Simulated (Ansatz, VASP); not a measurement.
## K in VASP and in Ansatz

```
K
1.0
     0.00000    3.30906    3.30906
     3.30906    0.00000    3.30906
     3.30906    3.30906    0.00000
K
1
Direct
  0.00000 0.00000 0.00000
```

Alike in both runs: task single point; functional LDA; k mesh 10 × 10 × 10; occupations fermi-dirac, width 0.1 eV; no spin polarisation.

|  | VASP | Ansatz |
| --- | --- | --- |
| version | VASP 6.6.1 | Ansatz 0.2.0 |
| potentials or method | VASP PAW LDA potentials, release 64 (K_sv), cutoff 520 eV | plane waves (420 eV) with PAW, scalar-relativistic |
| valence electrons in the cell | 9 | 9 |

```csv
,VASP,Ansatz,Ansatz less VASP
pressure (GPa),-0.4,-0.4,+0.02
```

Ansatz warns that its potentials were made for another functional, while VASP's fit it. LDA's correlation is that of Perdew and Zunger in VASP and of Perdew and Wang (1992) in Ansatz.
